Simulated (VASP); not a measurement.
# Ge (P6/mmm) in VASP: a series of runs

Runs on Ge. Level: PBE. Tasks: single point, relaxation of cell and atoms.

Program: VASP 6.6.1. These are calculated values, not measurements. Logs are shortened: lines on timing, memory, paths and dates and some standing lists are left out, and cuts for length are marked.

## Step 1: The cell of the first run

Symmetry: P6/mmm, No. 191, hexagonal system. Conventional cell: a = 4.323 Å, b = 4.323 Å, c = 2.544 Å, α = 90.00°, β = 90.00°, γ = 120.00°. Ge (site symmetry 6/mmm) has 14 Ge at 2.54 to 2.80 Å within 3.4 Å. Ge (site symmetry -6m2) has 11 Ge at 2.50 to 2.80 Å within 3.3 Å.

## Step 2: Single point, PBE

File INCAR:

```
SYSTEM = Ge
ALGO = Normal
EDIFF = 1E-7
ENCUT = 520
GGA = PE
ISIF = 2
ISMEAR = -1
LASPH = .True.
LCHARG = .False.
LREAL = .False.
LWAVE = .False.
NBANDS = 28
NELM = 60
PREC = Accurate
SIGMA = 0.08
```

File KPOINTS:

```
k-points
0
Gamma
  9 9 12
  0 0 0
```

File POSCAR:

```
Ge
1.0
    4.3232999541      0.0000000000      0.0000000000
   -2.1616499770      3.7440875884      0.0000000000
    0.0000000000      0.0000000000      2.5444771166
Ge
3
Direct
    0.0000000000      0.0000000000      0.0000000000
    0.3333333333      0.6666666667      0.5000000000
    0.6666666667      0.3333333333      0.5000000000
```

Potentials or basis: VASP PAW PBE potentials, release 64 (Ge_d).

The run is started by

```bash
$ cat potpaw_PBE.64/Ge_d/POTCAR > POTCAR
$ mpirun -np 1 vasp_std > vasp.out
```

OUTCAR:

```text
SYSTEM = Ge
   EDIFF = 1E-7
   ENCUT = 520
   GGA = PE
   ISIF = 2
   ISMEAR = -1
   LASPH = .True.
   LREAL = .False.
   NELM = 60
   PREC = Accurate

 ion  position               nearest neighbor table
   1  0.000  0.000  0.000-   2 2.80   3 2.80   2 2.80   3 2.80   2 2.80   2 2.80   3 2.80   3 2.80
                             3 2.80   3 2.80   2 2.80   2 2.80
   2  0.333  0.667  0.500-   3 2.50   3 2.50   3 2.50   1 2.80   1 2.80   1 2.80   1 2.80   1 2.80
                             1 2.80
   3  0.667  0.333  0.500-   2 2.50   2 2.50   2 2.50   1 2.80   1 2.80   1 2.80   1 2.80   1 2.80
                             1 2.80

  LATTYP: Found a hexagonal cell.
 ALAT       =     4.3232999541
 C/A-ratio  =     0.5885497522

  Lattice vectors:

 A1 = (   4.3232999541,   0.0000000000,   0.0000000000)
 A2 = (  -2.1616499770,   3.7440875884,   0.0000000000)
 A3 = (   0.0000000000,   0.0000000000,   2.5444771166)

Analysis of symmetry for initial positions (statically):
=====================================================================
 Subroutine PRICEL returns:
 Original cell was already a primitive cell.

 Routine SETGRP: Setting up the symmetry group for a
 hexagonal supercell.

 Subroutine GETGRP returns: Found 24 space group operations
 (whereof 24 operations were pure point group operations)
 out of a pool of 24 trial point group operations.

The static configuration has the point symmetry D_6h.

Analysis of symmetry for dynamics (positions and initial velocities):
=====================================================================
 Subroutine PRICEL returns:
 Original cell was already a primitive cell.

 Routine SETGRP: Setting up the symmetry group for a
 hexagonal supercell.

 Subroutine GETGRP returns: Found 24 space group operations
 (whereof 24 operations were pure point group operations)
 out of a pool of 24 trial point group operations.

The dynamic configuration has the point symmetry D_6h.

 Subroutine INISYM returns: Found 24 space group operations
 (whereof 24 operations are pure point group operations),
 and found     1 'primitive' translations

----------------------------------------------------------------------------------------

                                     Primitive cell

  volume of cell :      41.1870

  direct lattice vectors                    reciprocal lattice vectors
     4.323299954  0.000000000  0.000000000     0.231304793  0.133543884  0.000000000
    -2.161649977  3.744087588  0.000000000     0.000000000  0.267087769  0.000000000
     0.000000000  0.000000000  2.544477117     0.000000000  0.000000000  0.393008054

  length of vectors
     4.323299954  4.323299954  2.544477117     0.267087769  0.267087769  0.393008054

  position of ions in fractional coordinates (direct lattice)
     0.000000000  0.000000000  0.000000000
     0.333333333  0.666666667  0.500000000
     0.666666667  0.333333333  0.500000000

  ion indices of the primitive-cell ions
   primitive index   ion index
                 1           1
                 2           2
                 3           3

----------------------------------------------------------------------------------------

 KPOINTS: k-points

Automatic generation of k-mesh.
 Grid dimensions read from file:
 generate k-points for:    9    9   12

 Generating k-lattice:

  Cartesian coordinates                     Fractional coordinates (reciprocal lattice)
     0.025700533  0.014838209  0.000000000     0.111111111  0.000000000  0.000000000
     0.000000000  0.029676419  0.000000000     0.000000000  0.111111111  0.000000000
     0.000000000  0.000000000  0.032750671     0.000000000  0.000000000  0.083333333

  Length of vectors
     0.029676419  0.029676419  0.032750671

  Shift w.r.t. Gamma in fractional coordinates (k-lattice)
     0.000000000  0.000000000  0.000000000

 Subroutine IBZKPT returns following result:
 ===========================================

 Found     84 irreducible k-points:

 Following reciprocal coordinates:
            Coordinates               Weight
  0.000000  0.000000  0.000000      1.000000
  0.111111 -0.000000  0.000000      6.000000
  0.222222  0.000000  0.000000      6.000000
  0.333333  0.000000  0.000000      6.000000
  0.444444  0.000000  0.000000      6.000000
  0.111111  0.111111  0.000000      6.000000
[... 16 lines left out ...]
  0.333333  0.222222  0.083333     24.000000
  0.333333  0.333333  0.083333      4.000000
 [... further k-points ...]
   k-points           NKPTS =     84   k-points in BZ     NKDIM =     84   number of bands    NBANDS=     28
   number of dos      NEDOS =    301   number of ions     NIONS =      3
   total plane-waves  NPLWV =  20480
   dimension x,y,z NGX =    32 NGY =   32 NGZ =   20
   dimension x,y,z NGXF=    64 NGYF=   64 NGZF=   40
   ions per type =               3
   NGX,Y,Z   is equivalent  to a cutoff of  12.31, 12.31, 13.07 a.u.
   NGXF,Y,Z  is equivalent  to a cutoff of  24.61, 24.61, 26.13 a.u.
 SYSTEM =  Ge
   PREC   = accura    normal or accurate (medium, high low for compatibility)
   ISTART =      0    job   : 0-new  1-cont  2-samecut
   ICHARG =      2    charge: 1-file 2-atom 10-const
   ISPIN  =      1    spin polarized calculation?
   LNONCOLLINEAR =      F non collinear calculations
   LSORBIT =      F    spin-orbit coupling
   LASPH  =      T    aspherical Exc in radial PAW
   ENCUT  =  520.0 eV  38.22 Ry    6.18 a.u.   8.04  8.04  4.73*2*pi/ulx,y,z
   NELM   =     60;   NELMIN=  2; NELMDL= -5     # of ELM steps
   EDIFF  = 0.1E-06   stopping-criterion for ELM
   LREAL  =      F    real-space projection
   EDIFFG = 0.1E-05   stopping-criterion for IOM
   NSW    =      0    number of steps for IOM
   IBRION =     -1    ionic relax: 0-MD 1-quasi-New 2-CG
   NFREE  =      0    steps in history (QN), initial steepest desc. (CG)
   ISIF   =      2    stress and relaxation
   ISYM   =      2    0-nonsym 1-usesym 2-fastsym
   POTIM  = 0.5000    time-step for ionic-motion
   TEBEG  =    0.0;   TEEND  =   0.0 temperature during run
   PSTRESS=    0.0 pullay stress
   NELECT =      42.0000    total number of electrons
   NUPDOWN=      -1.0000    fix difference up-down
   EMIN   =  10.00;   EMAX   =-10.00  energy-range for DOS
   EFERMI =   0.00;   METHOD = LEGACY
   ISMEAR =    -1;   SIGMA  =   0.08  broadening in eV -4-tet -1-fermi 0-gaus
   EFERMI_NEDOS =   21; number of points for ismear=-14 and -15
   IALGO  =     38    algorithm
   IMIX   =      4    mixing-type and parameters
     AMIX     =   0.40;   BMIX     =  1.00
     AMIX_MAG =   1.60;   BMIX_MAG =  1.00
  volume/ion in A,a.u.               =      13.73        92.65
  Fermi-wavevector in a.u.,A,eV,Ry     =   1.647800  3.113891 36.943170  2.715246
  Thomas-Fermi vector in A             =   2.737198
   LORBIT       =      0    0 simple, 1 ext, 2 COOP (PROOUT), +10 PAW based schemes
   GGA     = PE    functional components
   LHFCALC =     F    Hartree Fock is set to
   AEXX    =    0.0000 exact exchange contribution
   IVDW    =     0    specifies the selected vdW correction
   LEPSILON=     F    determine dielectric tensor
   LRPA    =     F    only Hartree local field effects (RPA)
 non-spin polarized calculation
  energy-cutoff  :      520.00
  volume of cell :       41.19
 maximum number of plane-waves:      1125
   NGX = 17   NGY = 17   NGZ =  9

 number of electron      41.9999996 magnetization

 Free energy of the ion-electron system (eV)
  ---------------------------------------------------
  ext. energy  EPLUGINS =         0.00000000
  ---------------------------------------------------
  free energy    TOTEN  =       -10.77068101 eV

  energy without entropy =      -10.74996738  energy(sigma->0) =      -10.76032419

 E-fermi :  10.8487     XC(G=0): -12.9842

 val. band max:       10.8201947996   @ k =   0.3333   0.2222   0.4167
 cond. band min:      10.9066729474   @ k =   0.1111  -0.0000   0.4167
 fundamental gap:      0.0864781478
 Fermi energy:        10.8486753514

 k-point     1 :       0.0000    0.0000    0.0000
  band No.  band energies     occupation
      1     -14.4596      2.00000
      2     -14.3516      2.00000
      3     -14.2637      2.00000
      4     -14.2637      2.00000
      5     -14.2339      2.00000
      6     -14.1994      2.00000
[... 20 lines left out ...]
     27      24.6098      0.00000
     28      24.7195      0.00000

 k-point     2 :       0.1111   -0.0000    0.0000
  band No.  band energies     occupation
      1     -14.4559      2.00000
      2     -14.3531      2.00000
      3     -14.2666      2.00000
      4     -14.2662      2.00000
      5     -14.2512      2.00000
      6     -14.2186      2.00000
[... 20 lines left out ...]
     27      24.1285      0.00000
     28      24.3429      0.00000

 k-point     3 :       0.2222    0.0000    0.0000
  band No.  band energies     occupation
      1     -14.4460      2.00000
      2     -14.3578      2.00000
      3     -14.2938      2.00000
      4     -14.2742      2.00000
      5     -14.2690      2.00000
      6     -14.2482      2.00000
[... 20 lines left out ...]
     27      22.8353      0.00000
     28      23.7583      0.00000

 k-point     4 :       0.3333    0.0000    0.0000
  band No.  band energies     occupation
      1     -14.4336      2.00000
      2     -14.3655      2.00000
      3     -14.3297      2.00000
      4     -14.2827      2.00000
      5     -14.2748      2.00000
      6     -14.2701      2.00000
[... 20 lines left out ...]
     27      21.4686      0.00000
     28      23.2864      0.00000

 k-point     5 :       0.4444    0.0000    0.0000
  band No.  band energies     occupation
      1     -14.4251      2.00000
      2     -14.3720      2.00000
      3     -14.3493      2.00000
      4     -14.2868      2.00000
      5     -14.2826      2.00000
      6     -14.2786      2.00000
[... 20 lines left out ...]
     27      21.6176      0.00000
     28      23.0179      0.00000

 k-point     6 :       0.1111    0.1111    0.0000
  band No.  band energies     occupation
      1     -14.4491      2.00000
      2     -14.3561      2.00000
      3     -14.2806      2.00000
      4     -14.2725      2.00000
      5     -14.2670      2.00000
      6     -14.2457      2.00000
[... 463 lines left out ...]
      5     -14.2829      2.00000
      6     -14.2655      2.00000
[... 20 lines left out ...]
     27      20.4790      0.00000
     28      21.7913      0.00000

 k-point    22 :       0.2222    0.2222    0.0833
  band No.  band energies     occupation
      1     -14.4058      2.00000
      2     -14.3519      2.00000
      3     -14.3280      2.00000
      4     -14.3005      2.00000
      5     -14.2791      2.00000
      6     -14.2653      2.00000
[... 20 lines left out ...]
     27      20.3924      0.00000
     28      23.5220      0.00000

 k-point    23 :       0.3333    0.2222    0.0833
  band No.  band energies     occupation
      1     -14.4007      2.00000
      2     -14.3531      2.00000
      3     -14.3389      2.00000
      4     -14.3163      2.00000
      5     -14.2803      2.00000
      6     -14.2696      2.00000
[... 20 lines left out ...]
     27      19.5850      0.00000
     28      22.5822      0.00000

 k-point    24 :       0.3333    0.3333    0.0833
  band No.  band energies     occupation
      1     -14.3998      2.00000
      2     -14.3430      2.00000
      3     -14.3430      2.00000
      4     -14.3332      2.00000
      5     -14.2760      2.00000
      6     -14.2760      2.00000
[... 20 lines left out ...]
     27      18.9514      0.00000
     28      22.3407      0.00000

 [... further k-points ...]
[... 5 lines left out ...]
  --------------------------------------------------------------------------------------
  -------------------------------------------------------------------------------------
  Total       12.3793353     12.3793353     12.3813073      0.0000000      0.0000000      0.0000000
  in kB      481.5573204    481.5573204    481.6340317      0.0000000      0.0000000      0.0000000
  external PRESSURE =     481.5828909 kB  Pullay stress =       0.0000000 kB

 VOLUME and BASIS-vectors are now :
 -----------------------------------------------------------------------------
  energy-cutoff  :      520.00
  volume of cell :       41.19
      direct lattice vectors                 reciprocal lattice vectors
     4.323299954  0.000000000  0.000000000     0.231304793  0.133543884  0.000000000
    -2.161649977  3.744087588  0.000000000     0.000000000  0.267087769  0.000000000
     0.000000000  0.000000000  2.544477117     0.000000000  0.000000000  0.393008054

 POSITION                                       TOTAL-FORCE (eV/Angst)
 -----------------------------------------------------------------------------------
      0.00000      0.00000      0.00000         0.000000      0.000000      0.000000
     -0.00000      2.49606      1.27224         0.000000      0.000000      0.000000
      2.16165      1.24803      1.27224        -0.000000      0.000000      0.000000
 -----------------------------------------------------------------------------------
    total drift:                               -0.000000      0.000000      0.000000

  FREE ENERGIE OF THE ION-ELECTRON SYSTEM (eV)
  ---------------------------------------------------
  free  energy   TOTEN  =       -10.7706810088 eV

  energy  without entropy=      -10.7499673759  energy(sigma->0) =      -10.76032419
```

Wall time 59 s (1 thread of AMD EPYC 7R43 (Zen 3), shared host); peak memory 0.16 GiB.

Results:

* Free energy: -10.7707 eV
* Pressure: 48.2 GPa
* Band gap on the k mesh: zero (band 21 reaches 14.25 eV, above the bottom of band 22 at 6.15 eV)

[end of part 1 of 2]
